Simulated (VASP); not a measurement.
# AlN (C2) in VASP: notebook

Runs on AlN. Level: PBEsol. Tasks: single point.

Program: VASP 6.6.1. These are calculated values, not measurements. Logs are shortened: lines on timing, memory, paths and dates and some standing lists are left out, and cuts for length are marked.

**1. The cell of the first run**

Symmetry: C2, No. 5, monoclinic system. The conventional cell has a = 4.224 Å, b = 4.224 Å, c = 3.154 Å, α = 90.00°, β = 132.05°, γ = 90.00°. Al (site symmetry 2) has 4 N at 1.84 to 1.96 Å within 2.4 Å. N (site symmetry 2) has 4 Al at 1.84 to 1.96 Å within 2.4 Å.

**2. Single point, PBEsol (mode 4 frozen in at -0.076 Å, strain +e along z and -e/2 along x and y +0.0700)**

INCAR

```
SYSTEM = AlN
PREC     = Accurate       ! precision mode
ENCUT    = 520            ! plane-wave cutoff, eV
EDIFF    = 1E-6           ! SCF threshold, eV
ISMEAR   = 0              ! smearing method
SIGMA    = 0.05           ! smearing width, eV
LREAL    = .FALSE.        ! projectors in reciprocal space
LASPH    = .TRUE.         ! aspherical terms in the spheres
NELM     = 80             ! most SCF steps
ALGO     = Normal         ! electronic algorithm
ISIF     = 2              ! what is computed and relaxed
LWAVE    = .FALSE.        ! write WAVECAR
LCHARG   = .TRUE.         ! write CHGCAR
GGA      = PS             ! functional
LELF     = .TRUE.         ! ELF
LVHAR    = .TRUE.       
NBANDS   = 11             ! bands
```

KPOINTS

```
Automatic mesh
0
G
  10 10 10
  0 0 0
```

POSCAR

```
AlN
1.0
    0.0000000000      2.3418626456      2.1120536944
    2.1120536944      0.0000000000      2.1120536944
    2.1120536944      2.3418626456      0.0000000000
Al N
1 1
Direct
   -0.0090133114      0.0090133114      0.0090133114
    0.7673622480      0.7326377520      0.7326377520
```

Potentials or basis: VASP PAW PBE potentials, release 64 (Al, N).

On the command line:

```sh
cat potpaw_PBE.64/Al/POTCAR potpaw_PBE.64/N/POTCAR > POTCAR
mpirun -np 1 vasp_std > vasp.out
```

OUTCAR:

```text
SYSTEM = AlN
   PREC = Accurate
   ENCUT = 520
   EDIFF = 1E-6
   ISMEAR = 0
   LREAL = .FALSE.
   LASPH = .TRUE.
   NELM = 80
   ISIF = 2
   GGA = PS

 ion  position               nearest neighbor table
   1  0.991  0.009  0.009-   2 1.84   2 1.84   2 1.96   2 1.96
   2  0.767  0.733  0.733-   1 1.84   1 1.84   1 1.96   1 1.96

  LATTYP: Found a body centered tetragonal cell.
 ALAT       =     2.9868949791
 C/A-ratio  =     1.5680917220

  Lattice vectors:

 A1 = (   0.0000000000,  -2.3418626456,   2.1120536944)
 A2 = (   0.0000000000,  -2.3418626456,  -2.1120536944)
 A3 = (   2.1120536944,   2.3418626456,   0.0000000000)

Analysis of symmetry for initial positions (statically):
=====================================================================
 Subroutine PRICEL returns:
 Original cell was already a primitive cell.

 Routine SETGRP: Setting up the symmetry group for a
 body centered tetragonal supercell.

 Subroutine GETGRP returns: Found  2 space group operations
 (whereof  2 operations were pure point group operations)
 out of a pool of 16 trial point group operations.

The static configuration has the point symmetry C_2 .

Analysis of symmetry for dynamics (positions and initial velocities):
=====================================================================
 Subroutine PRICEL returns:
 Original cell was already a primitive cell.

 Routine SETGRP: Setting up the symmetry group for a
 body centered tetragonal supercell.

 Subroutine GETGRP returns: Found  2 space group operations
 (whereof  2 operations were pure point group operations)
 out of a pool of 16 trial point group operations.

The dynamic configuration has the point symmetry C_2 .

 Subroutine INISYM returns: Found  2 space group operations
 (whereof  2 operations are pure point group operations),
 and found     1 'primitive' translations

----------------------------------------------------------------------------------------

                                     Primitive cell

  volume of cell :      20.8930

  direct lattice vectors                    reciprocal lattice vectors
     0.000000000  2.341862646  2.112053694    -0.236736406  0.213505263  0.236736406
     2.112053694  0.000000000  2.112053694     0.236736406 -0.213505263  0.236736406
     2.112053694  2.341862646  0.000000000     0.236736406  0.213505263 -0.236736406

  length of vectors
     3.153583907  2.986894979  3.153583907     0.397080280  0.397080280  0.397080280

  position of ions in fractional coordinates (direct lattice)
     0.990986689  0.009013311  0.009013311
     0.767362248  0.732637752  0.732637752

[... 81 lines left out ...]
   NFREE  =      0    steps in history (QN), initial steepest desc. (CG)
   ISIF   =      2    stress and relaxation
   ISYM   =      2    0-nonsym 1-usesym 2-fastsym
   POTIM  = 0.5000    time-step for ionic-motion
   TEBEG  =    0.0;   TEEND  =   0.0 temperature during run
   PSTRESS=    0.0 pullay stress
   NELECT =       8.0000    total number of electrons
   NUPDOWN=      -1.0000    fix difference up-down
   EMIN   =  10.00;   EMAX   =-10.00  energy-range for DOS
   EFERMI =   0.00;   METHOD = LEGACY
   ISMEAR =     0;   SIGMA  =   0.05  broadening in eV -4-tet -1-fermi 0-gaus
   EFERMI_NEDOS =   21; number of points for ismear=-14 and -15
   IALGO  =     38    algorithm
   IMIX   =      4    mixing-type and parameters
     AMIX     =   0.40;   BMIX     =  1.00
     AMIX_MAG =   1.60;   BMIX_MAG =  1.00
  volume/ion in A,a.u.               =      10.45        70.50
  Fermi-wavevector in a.u.,A,eV,Ry     =   1.188788  2.246483 19.227981  1.413217
  Thomas-Fermi vector in A             =   2.324910
   LORBIT       =      0    0 simple, 1 ext, 2 COOP (PROOUT), +10 PAW based schemes
   GGA     = PS    functional components
   LHFCALC =     F    Hartree Fock is set to
   AEXX    =    0.0000 exact exchange contribution
   IVDW    =     0    specifies the selected vdW correction
   LEPSILON=     F    determine dielectric tensor
   LRPA    =     F    only Hartree local field effects (RPA)
 non-spin polarized calculation
 Gauss-broadening in eV      SIGMA  =   0.05
  energy-cutoff  :      520.00
  volume of cell :       20.89
 maximum number of plane-waves:       577
   NGX = 11   NGY = 11   NGZ = 11

 number of electron       8.0000000 magnetization

 Free energy of the ion-electron system (eV)
  ---------------------------------------------------
  ext. energy  EPLUGINS =         0.00000000
  ---------------------------------------------------
  free energy    TOTEN  =       -15.45414913 eV

  energy without entropy =      -15.45414913  energy(sigma->0) =      -15.45414913

 E-fermi :   6.4775     XC(G=0): -11.1243

 val. band max:        6.1940714732   @ k =   0.0000   0.0000   0.0000
 cond. band min:       8.9485603895   @ k =   0.5000   0.5000   0.0000
 fundamental gap:      2.7544889163
 Fermi energy:         6.4774533202

 k-point     1 :       0.0000    0.0000    0.0000
  band No.  band energies     occupation
      1      -9.0704      2.00000
      2       5.4091      2.00000
      3       6.0847      2.00000
      4       6.1941      2.00000
      5       9.8996      0.00000
      6      18.3067      0.00000
      7      18.3425      0.00000
      8      18.3631      0.00000
      9      21.3311      0.00000
     10      22.4871      0.00000
     11      25.0196      0.00000
[... 309 lines left out ...]
 k-point    24 :      -0.1000   -0.1000    0.3000
  band No.  band energies     occupation
      1      -7.3111      2.00000
      2       0.8492      2.00000
      3       4.9289      2.00000
      4       5.5881      2.00000
      5      12.6895      0.00000
      6      15.3001      0.00000
      7      17.1903      0.00000
      8      18.2730      0.00000
      9      21.8140      0.00000
     10      24.3058      0.00000
     11      26.0523      0.00000

 [... further k-points ...]
[... 5 lines left out ...]
  --------------------------------------------------------------------------------------
  -------------------------------------------------------------------------------------
  Total        0.7454014     -1.2752084      1.0500572      0.0000000     -1.0184002      0.0000000
  in kB       57.1609551    -97.7890955     80.5234192      0.0000000    -78.0958117      0.0000000
  external PRESSURE =      13.2984263 kB  Pullay stress =       0.0000000 kB

 VOLUME and BASIS-vectors are now :
 -----------------------------------------------------------------------------
  energy-cutoff  :      520.00
  volume of cell :       20.89
      direct lattice vectors                 reciprocal lattice vectors
     0.000000000  2.341862646  2.112053694    -0.236736406  0.213505263  0.236736406
     2.112053694  0.000000000  2.112053694     0.236736406 -0.213505263  0.236736406
     2.112053694  2.341862646  0.000000000     0.236736406  0.213505263 -0.236736406

 POSITION                                       TOTAL-FORCE (eV/Angst)
 -----------------------------------------------------------------------------------
      0.03807      2.34186      2.11205        -1.468182      0.000000      0.000000
      3.09474      3.51279      3.16808         1.468182      0.000000     -0.000000
 -----------------------------------------------------------------------------------
    total drift:                                0.000073     -0.000000     -0.000000

  FREE ENERGIE OF THE ION-ELECTRON SYSTEM (eV)
  ---------------------------------------------------
  free  energy   TOTEN  =       -15.4541491317 eV

  energy  without entropy=      -15.4541491317  energy(sigma->0) =      -15.45414913
```

OSZICAR:

```text
N       E                     dE             d eps       ncg     rms          rms(c)
DAV:   1     0.109666519019E+02    0.10967E+02   -0.38476E+03  6308   0.603E+02
DAV:   2    -0.167577568208E+02   -0.27724E+02   -0.26639E+02  7441   0.138E+02
DAV:   3    -0.176994074923E+02   -0.94165E+00   -0.94048E+00  7699   0.242E+01
DAV:   4    -0.177043007632E+02   -0.48933E-02   -0.48928E-02  7064   0.191E+00
DAV:   5    -0.177043585966E+02   -0.57833E-04   -0.57833E-04  7593   0.197E-01    0.831E+00
DAV:   6    -0.154967553962E+02    0.22076E+01   -0.10844E+01  7219   0.164E+01    0.286E+00
DAV:   7    -0.154732134901E+02    0.23542E-01   -0.15464E-01  6954   0.309E+00    0.202E+00
DAV:   8    -0.154554192695E+02    0.17794E-01   -0.29144E-02  7128   0.157E+00    0.553E-01
DAV:   9    -0.154541359726E+02    0.12833E-02   -0.37804E-03  7512   0.382E-01    0.223E-01
DAV:  10    -0.154541465178E+02   -0.10545E-04   -0.27684E-04  7014   0.115E-01    0.113E-02
DAV:  11    -0.154541488873E+02   -0.23695E-05   -0.48625E-06  7491   0.190E-02    0.530E-03
DAV:  12    -0.154541491317E+02   -0.24433E-06   -0.66895E-07  4071   0.574E-03
   1 F= -.15454149E+02 E0= -.15454149E+02  d E =-.317200E-18
```

Run time: 15 s. Hardware: 1 thread of Intel Xeon 6975P-C (Granite Rapids), shared host; peak memory 0.18 GiB.

What came out:

```
Free energy            : -15.4541 eV
Pressure               : 1.3 GPa
Largest force          : 1.468 eV/Å
Band gap on the k mesh : 2.75 eV, indirect (least direct gap 3.71 eV)
```

Forces in eV/Å, atoms in the order of the input:
```
Al  -1.468  0.000  0.000
N    1.468  0.000  0.000
```

Stress tensor (GPa, compression positive):
```
 5.72  0.00  0.00
 0.00 -9.78 -7.81
 0.00 -7.81  8.05
```

Levels at points of the mesh, in eV from the valence-band top:
```
           k point  band 1  band 2  band 3  band 4  band 5  band 6  band 7  band 8  band 9
(0.00, 0.00, 0.00)  -15.26   -0.79   -0.11    0.00    3.71   12.11   12.15   12.17   15.14
(0.50, 0.00, 0.00)  -13.19   -6.13   -1.47   -0.31    6.50    9.47   10.42   11.61   17.01
(0.00, 0.50, 0.00)  -13.16   -6.30   -1.13   -0.29    6.35    9.36   10.35   11.82   17.06
(0.50, 0.50, 0.00)  -12.38   -4.93   -2.37   -2.31    2.75    7.52   13.51   13.90   16.57
(0.00, 0.50, 0.50)  -12.38   -4.92   -2.57   -2.16    2.78    7.62   13.44   13.88   16.53
(0.50, 0.00, 0.50)  -12.85   -5.92   -1.50   -1.49    3.28    9.09   12.19   15.82   15.90
```

Caveat: the cell differs from its parent crystal (mode 4 frozen in at -0.076 Å, strain +e along z and -e/2 along x and y +0.0700); the PAW data sets were made with another functional, which shifts forces and pressure a little.

**3. Single point, PBEsol (mode 4 frozen in at -0.038 Å, strain +e along z and -e/2 along x and y +0.0700)**

INCAR

```
PREC = Accurate
ENCUT = 520
EDIFF = 1E-6
ISMEAR = 0
SIGMA = 0.05
LREAL = False
LASPH = True
NELM = 80
ALGO = Normal
ISIF = 2
LWAVE = False
LCHARG = False
GGA = PS
NBANDS = 11
```

KPOINTS

```
Automatic mesh
0
Gamma
  10 10 10
```

POSCAR

```
AlN
1.0
    0.0000000000      2.3418626456      2.1120536944
    2.1120536944      0.0000000000      2.1120536944
    2.1120536944      2.3418626456      0.0000000000
Al N
1 1
Direct
   -0.0045066557      0.0045066557      0.0045066557
    0.7586811240      0.7413188760      0.7413188760
```

Potentials or basis: VASP PAW PBE potentials, release 64 (Al, N).

On the command line:

```sh
cat potpaw_PBE.64/Al/POTCAR potpaw_PBE.64/N/POTCAR > POTCAR
mpirun -np 1 vasp_std > vasp.out
```

It took 16 s on 1 thread of Intel Xeon 6975P-C (Granite Rapids), shared host; peak memory 0.18 GiB.

The run converged. Its results:

```yaml
Free_energy: -15.5158 eV
Pressure: 0.3 GPa
Largest_force: 0.742 eV/Å
Band_gap_on_the_k_mesh: 2.82 eV, indirect (least direct gap 3.81 eV)
```

Forces on the atoms (eV/Å):
```
Al  -0.742  0.000  0.000
N    0.742  0.000  0.000
```

Stress tensor (GPa, compression positive):
```
  6.01   0.00   0.00
  0.00 -11.65  -3.86
  0.00  -3.86   6.60
```

Levels at points of the mesh, in eV from the valence-band top:
```tsv
k point	band 1	band 2	band 3	band 4	band 5	band 6	band 7	band 8	band 9
(0.00, 0.00, 0.00)	-15.20	-0.63	-0.06	-0.02	3.79	12.18	12.19	12.23	15.21
(0.50, 0.00, 0.00)	-13.11	-6.11	-1.30	-0.26	6.54	9.52	10.48	11.70	17.14
(0.00, 0.50, 0.00)	-13.10	-6.20	-1.14	-0.25	6.47	9.47	10.45	11.81	17.17
(0.50, 0.50, 0.00)	-12.31	-4.87	-2.32	-2.26	2.82	7.65	13.52	14.01	16.61
(0.00, 0.50, 0.50)	-12.31	-4.86	-2.40	-2.19	2.83	7.68	13.50	14.01	16.60
(0.50, 0.00, 0.50)	-12.78	-5.86	-1.45	-1.44	3.34	9.22	12.31	15.87	15.89
```

Caveat: the cell differs from its parent crystal (mode 4 frozen in at -0.038 Å, strain +e along z and -e/2 along x and y +0.0700); the PAW data sets were made with another functional, which shifts forces and pressure a little. A k mesh can miss the band edges.
